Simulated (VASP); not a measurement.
# Ir (I4/mmm) in VASP: further runs

The runs below take Ir through single point, with PBE.

Program: VASP 6.6.1. These are calculated values, not measurements. Logs are shortened: lines on timing, memory, paths and dates and some standing lists are left out, and cuts for length are marked.

## Step 1: The cell of the first run

The structure is tetragonal, space group I4/mmm (No. 139). The conventional cell has a = 2.613 Å, b = 2.613 Å, c = 4.313 Å, α = 90.00°, β = 90.00°, γ = 90.00°. Within 3.4 Å of Ir (site symmetry 4/mmm) lie 12 Ir at 2.61 to 2.84 Å.

## Step 2: Single point, PBE (14.73 Å³/atom)

Contents of INCAR:

```
SYSTEM = Ir
  PREC = Accurate
  ENCUT = 520
  EDIFF = 1E-7
  ISMEAR = 0
  SIGMA = 0.15
  LREAL = .FALSE.
  LASPH = .TRUE.
  NELM = 100
  ALGO = Normal
  ISIF = 2
  LWAVE = .FALSE.
  LCHARG = .FALSE.
  GGA = PE
  NBANDS = 10
```

Contents of KPOINTS:

```
regular mesh
0
G
  22 22 22
  0 0 0
```

Contents of POSCAR:

```
Ir
1.0
    0.0000000000      1.8478270263      2.1564141397
    1.8478270263      0.0000000000      2.1564141397
    1.8478270263      1.8478270263      0.0000000000
Ir
1
Direct
    0.0000000000      0.0000000000      0.0000000000
```

Potentials or basis: VASP PAW PBE potentials, release 64 (Ir).

Command:

```console
$ cat potpaw_PBE.64/Ir/POTCAR > POTCAR
$ mpirun -np 1 vasp_std > vasp.out
```

OUTCAR:

```text
SYSTEM = Ir
   PREC = Accurate
   ENCUT = 520
   EDIFF = 1E-7
   ISMEAR = 0
   LREAL = .FALSE.
   LASPH = .TRUE.
   NELM = 100
   ISIF = 2
   GGA = PE

 ion  position               nearest neighbor table
   1  0.000  0.000  0.000-

  LATTYP: Found a body centered tetragonal cell.
 ALAT       =     2.6132220415
 C/A-ratio  =     1.6503872273

  Lattice vectors:

 A1 = (  -1.8478270263,   0.0000000000,   2.1564141397)
 A2 = (   1.8478270263,   0.0000000000,   2.1564141397)
 A3 = (   0.0000000000,   1.8478270263,  -2.1564141397)

Analysis of symmetry for initial positions (statically):
=====================================================================
 Subroutine PRICEL returns:
 Original cell was already a primitive cell.

 Routine SETGRP: Setting up the symmetry group for a
 body centered tetragonal supercell.

 Subroutine GETGRP returns: Found 16 space group operations
 (whereof 16 operations were pure point group operations)
 out of a pool of 16 trial point group operations.

The static configuration has the point symmetry D_4h.

Analysis of symmetry for dynamics (positions and initial velocities):
=====================================================================
 Subroutine PRICEL returns:
 Original cell was already a primitive cell.

 Routine SETGRP: Setting up the symmetry group for a
 body centered tetragonal supercell.

 Subroutine GETGRP returns: Found 16 space group operations
 (whereof 16 operations were pure point group operations)
 out of a pool of 16 trial point group operations.

The dynamic configuration has the point symmetry D_4h.

 Subroutine INISYM returns: Found 16 space group operations
 (whereof 16 operations are pure point group operations),
 and found     1 'primitive' translations

----------------------------------------------------------------------------------------

                                     Primitive cell

  volume of cell :      14.7260

  direct lattice vectors                    reciprocal lattice vectors
     0.000000000  1.847827026  2.156414140    -0.270588098  0.270588098  0.231866408
     1.847827026  0.000000000  2.156414140     0.270588098 -0.270588098  0.231866408
     1.847827026  1.847827026  0.000000000     0.270588098  0.270588098 -0.231866408

  length of vectors
     2.839821590  2.839821590  2.613222042     0.447434764  0.447434764  0.447434764

  position of ions in fractional coordinates (direct lattice)
     0.000000000  0.000000000  0.000000000

  ion indices of the primitive-cell ions
   primitive index   ion index
                 1           1

----------------------------------------------------------------------------------------

 KPOINTS: regular mesh

Automatic generation of k-mesh.
 Grid dimensions read from file:
 generate k-points for:   22   22   22

 Generating k-lattice:

  Cartesian coordinates                     Fractional coordinates (reciprocal lattice)
    -0.012299459  0.012299459  0.010539382     0.045454545  0.000000000  0.000000000
     0.012299459 -0.012299459  0.010539382     0.000000000  0.045454545  0.000000000
     0.012299459  0.012299459 -0.010539382    -0.000000000 -0.000000000  0.045454545

  Length of vectors
     0.020337944  0.020337944  0.020337944

  Shift w.r.t. Gamma in fractional coordinates (k-lattice)
     0.000000000  0.000000000  0.000000000

 Subroutine IBZKPT returns following result:
 ===========================================

 Found    834 irreducible k-points:

 Following reciprocal coordinates:
            Coordinates               Weight
  0.000000  0.000000  0.000000      1.000000
  0.045455 -0.000000  0.000000      8.000000
  0.090909 -0.000000  0.000000      8.000000
  0.136364  0.000000  0.000000      8.000000
  0.181818  0.000000  0.000000      8.000000
  0.227273  0.000000  0.000000      8.000000
[... 16 lines left out ...]
  0.500000  0.045455  0.000000      8.000000
 -0.454545  0.045455  0.000000      8.000000
 [... further k-points ...]
   k-points           NKPTS =    834   k-points in BZ     NKDIM =    834   number of bands    NBANDS=     10
   number of dos      NEDOS =    301   number of ions     NIONS =      1
   total plane-waves  NPLWV =  11520
   dimension x,y,z NGX =    24 NGY =   24 NGZ =   20
   dimension x,y,z NGXF=    48 NGYF=   48 NGZF=   40
   ions per type =               1
   NGX,Y,Z   is equivalent  to a cutoff of  14.05, 14.05, 12.72 a.u.
   NGXF,Y,Z  is equivalent  to a cutoff of  28.10, 28.10, 25.45 a.u.
 SYSTEM =  Ir
   PREC   = accura    normal or accurate (medium, high low for compatibility)
   ISTART =      0    job   : 0-new  1-cont  2-samecut
   ICHARG =      2    charge: 1-file 2-atom 10-const
   ISPIN  =      1    spin polarized calculation?
   LNONCOLLINEAR =      F non collinear calculations
   LSORBIT =      F    spin-orbit coupling
   LASPH  =      T    aspherical Exc in radial PAW
   ENCUT  =  520.0 eV  38.22 Ry    6.18 a.u.   5.28  5.28  4.86*2*pi/ulx,y,z
   NELM   =    100;   NELMIN=  2; NELMDL= -5     # of ELM steps
   EDIFF  = 0.1E-06   stopping-criterion for ELM
   LREAL  =      F    real-space projection
   EDIFFG = 0.1E-05   stopping-criterion for IOM
   NSW    =      0    number of steps for IOM
   IBRION =     -1    ionic relax: 0-MD 1-quasi-New 2-CG
   NFREE  =      0    steps in history (QN), initial steepest desc. (CG)
   ISIF   =      2    stress and relaxation
   ISYM   =      2    0-nonsym 1-usesym 2-fastsym
   POTIM  = 0.5000    time-step for ionic-motion
   TEBEG  =    0.0;   TEEND  =   0.0 temperature during run
   PSTRESS=    0.0 pullay stress
   NELECT =       9.0000    total number of electrons
   NUPDOWN=      -1.0000    fix difference up-down
   EMIN   =  10.00;   EMAX   =-10.00  energy-range for DOS
   EFERMI =   0.00;   METHOD = LEGACY
   ISMEAR =     0;   SIGMA  =   0.15  broadening in eV -4-tet -1-fermi 0-gaus
   EFERMI_NEDOS =   21; number of points for ismear=-14 and -15
   IALGO  =     38    algorithm
   IMIX   =      4    mixing-type and parameters
     AMIX     =   0.40;   BMIX     =  1.00
     AMIX_MAG =   1.60;   BMIX_MAG =  1.00
  volume/ion in A,a.u.               =      14.73        99.38
  Fermi-wavevector in a.u.,A,eV,Ry     =   1.389294  2.625384 26.261108  1.930137
  Thomas-Fermi vector in A             =   2.513338
   LORBIT       =      0    0 simple, 1 ext, 2 COOP (PROOUT), +10 PAW based schemes
   GGA     = PE    functional components
   LHFCALC =     F    Hartree Fock is set to
   AEXX    =    0.0000 exact exchange contribution
   IVDW    =     0    specifies the selected vdW correction
   LEPSILON=     F    determine dielectric tensor
   LRPA    =     F    only Hartree local field effects (RPA)
 non-spin polarized calculation
 Gauss-broadening in eV      SIGMA  =   0.15
  energy-cutoff  :      520.00
  volume of cell :       14.73
 maximum number of plane-waves:       407
 NGX is ok and might be reduce to    24
   NGX = 11   NGY = 11   NGZ =  9

 number of electron       9.0000000 magnetization

 Free energy of the ion-electron system (eV)
  ---------------------------------------------------
  ext. energy  EPLUGINS =         0.00000000
  ---------------------------------------------------
  free energy    TOTEN  =        -8.60635776 eV

  energy without entropy =       -8.59343407  energy(sigma->0) =       -8.59989592

 E-fermi :   9.6942     XC(G=0): -13.7394

 val. band max:        9.6921997404   @ k =   0.2273   0.1364   0.0909
 cond. band min:       9.6950487229   @ k =  -0.3636   0.0000   0.0909
 fundamental gap:      0.0028489825
 Fermi energy:         9.6942400818

 k-point     1 :       0.0000    0.0000    0.0000
  band No.  band energies     occupation
      1      -0.9563      2.00000
      2       4.8058      2.00000
      3       6.9295      2.00000
      4       6.9295      2.00000
      5       7.1294      2.00000
      6       9.8188      0.24019
      7      24.5245      0.00000
      8      26.7919      0.00000
      9      30.9962      0.00000
     10      30.9962      0.00000

 k-point     2 :       0.0455   -0.0000    0.0000
  band No.  band energies     occupation
      1      -0.8667      2.00000
      2       4.8385      2.00000
      3       6.8745      2.00000
      4       6.9657      2.00000
      5       7.1379      2.00000
      6       9.7707      0.47078
      7      24.6712      0.00000
      8      26.8597      0.00000
      9      30.4494      0.00000
     10      31.1499      0.00000

 k-point     3 :       0.0909   -0.0000    0.0000
  band No.  band energies     occupation
      1      -0.6039      2.00000
      2       4.9277      2.00000
      3       6.6966      2.00000
      4       7.0692      2.00000
      5       7.2032      2.00000
      6       9.6375      1.40711
      7      25.0755      0.00000
      8      26.9448      0.00000
      9      29.5355      0.00000
     10      31.5967      0.00000

 k-point     4 :       0.1364    0.0000    0.0000
  band No.  band energies     occupation
      1      -0.1871      2.00000
      2       5.0502      2.00000
      3       6.4266      2.00000
      4       7.2227      2.00000
      5       7.3659      2.00000
      6       9.4518      1.97775
      7      25.6154      0.00000
      8      26.5827      0.00000
      9      29.2218      0.00000
     10      32.2927      0.00000
[... 222 lines left out ...]
 k-point    22 :       0.4545    0.0455    0.0000
  band No.  band energies     occupation
      1       2.1489      2.00000
      2       5.0434      2.00000
      3       7.1195      2.00000
      4       8.3244      2.00000
      5      10.1400      0.00003
      6      10.6988      0.00000
      7      17.6577      0.00000
      8      23.3009      0.00000
      9      29.3035      0.00000
     10      30.8123      0.00000

 k-point    23 :       0.5000    0.0455    0.0000
  band No.  band energies     occupation
      1       2.1524      2.00000
      2       5.0307      2.00000
      3       7.0437      2.00000
      4       8.7939      2.00000
      5      10.1787      0.00000
      6      11.1390      0.00000
      7      16.8994      0.00000
      8      23.0765      0.00000
      9      28.6981      0.00000
     10      30.7138      0.00000

 k-point    24 :      -0.4545    0.0455    0.0000
  band No.  band energies     occupation
      1       2.1585      2.00000
      2       5.0577      2.00000
      3       7.0291      2.00000
      4       8.6353      2.00000
      5      10.0958      0.00015
      6      11.3420      0.00000
      7      16.9552      0.00000
      8      23.1010      0.00000
      9      28.5452      0.00000
     10      30.9492      0.00000

 [... further k-points ...]

------------------------ aborting loop because EDIFF is reached ----------------------------------------

  FORCE on cell =-STRESS in cart. coord.  units (eV):
  Direction    XX          YY          ZZ          XY          YZ          ZX
  --------------------------------------------------------------------------------------
  -------------------------------------------------------------------------------------
  Total        1.6065179      1.6065179     -2.9069718      0.0000000      0.0000000      0.0000000
  in kB      174.7878921    174.7878921   -316.2762705      0.0000000      0.0000000      0.0000000
  external PRESSURE =      11.0998379 kB  Pullay stress =       0.0000000 kB

 VOLUME and BASIS-vectors are now :
 -----------------------------------------------------------------------------
  energy-cutoff  :      520.00
  volume of cell :       14.73
      direct lattice vectors                 reciprocal lattice vectors
     0.000000000  1.847827026  2.156414140    -0.270588098  0.270588098  0.231866408
     1.847827026  0.000000000  2.156414140     0.270588098 -0.270588098  0.231866408
     1.847827026  1.847827026  0.000000000     0.270588098  0.270588098 -0.231866408

 POSITION                                       TOTAL-FORCE (eV/Angst)
 -----------------------------------------------------------------------------------
      0.00000      0.00000      0.00000        -0.000000      0.000000      0.000000
 -----------------------------------------------------------------------------------
    total drift:                                0.000000      0.000000     -0.000000

  FREE ENERGIE OF THE ION-ELECTRON SYSTEM (eV)
  ---------------------------------------------------
  free  energy   TOTEN  =        -8.6063577610 eV

  energy  without entropy=       -8.5934340734  energy(sigma->0) =       -8.59989592
```

It took 36 s on 1 thread of Intel Xeon 6975P-C (Granite Rapids), shared host; peak memory 0.25 GiB.

What came out:

```yaml
Free_energy: -8.6064 eV
Pressure: 1.1 GPa
Band_gap_on_the_k_mesh: zero (an odd number of electrons rules out a gap without spin polarisation)
```

Levels at points of the mesh, in eV from the Fermi level:
```
           k point  band 1  band 2  band 3  band 4  band 5  band 6  band 7  band 8
(0.00, 0.00, 0.00)  -10.65   -4.89   -2.76   -2.76   -2.56    0.12   14.83   17.10
(0.50, 0.00, 0.00)   -7.61   -4.62   -2.71   -0.55    0.47    1.17    7.17   13.35
(0.50, 0.50, 0.00)   -7.62   -6.89   -0.12    1.12    1.25    1.25    7.42   13.52
(0.50, 0.00, 0.50)   -7.39   -6.72    0.29    0.45    2.51    2.88   10.19   11.54
```

Caveat: the stress differs along the axes, from -32 to 17 GPa; spin-orbit coupling is left out, which moves the levels of the heavy elements.

## Step 3: Single point, PBE (14.73 Å³/atom)

Contents of INCAR:

```
  PREC = Accurate
  ENCUT = 520
  EDIFF = 1E-6
  ISMEAR = 0
  SIGMA = 0.15
  LREAL = F
  LASPH = T
  NELM = 100
  ALGO = Normal
  ISIF = 2
  LWAVE = F
  LCHARG = F
  GGA = PE
  NBANDS = 10
```

Contents of KPOINTS:

```
Automatic mesh
0
Gamma
  22 22 22
```

Contents of POSCAR:

```
Ir
1.0
    0.0000000000      2.2703284714      1.4284906742
    2.2703284714      0.0000000000      1.4284906742
    2.2703284714      2.2703284714      0.0000000000
Ir
1
Direct
    0.0000000000      0.0000000000      0.0000000000
```

Potentials or basis: VASP PAW PBE potentials, release 64 (Ir).

Command:

```console
$ cat potpaw_PBE.64/Ir/POTCAR > POTCAR
$ mpirun -np 1 vasp_std > vasp.out
```

It took 40 s on 1 thread of Intel Xeon 6975P-C (Granite Rapids), shared host; peak memory 0.24 GiB.

Results (log left out):

* Free energy: -8.3946 eV
* Pressure: 5.0 GPa
* Band gap on the k mesh: zero (an odd number of electrons rules out a gap without spin polarisation)

Stress tensor (GPa, compression positive):
```
 15.99   0.00   0.00
  0.00  15.99   0.00
  0.00   0.00 -16.90
```

Levels at points of the mesh, in eV from the Fermi level:
```tsv
k point	band 2	band 3	band 4	band 5	band 6	band 7
(0.00, 0.00, 0.00)	-4.17	-2.94	-2.94	-1.61	0.31	16.25
(0.50, 0.00, 0.00)	-5.62	-0.63	0.37	0.78	2.20	8.30
(0.50, 0.50, 0.00)	-6.79	1.41	1.41	1.92	6.77	6.77
(0.50, 0.00, 0.50)	-4.28	-1.83	-0.47	-0.37	2.01	7.24
```

Caveat: the stress differs along the axes, from -17 to 16 GPa; spin-orbit coupling is left out, which moves the levels of the heavy elements.
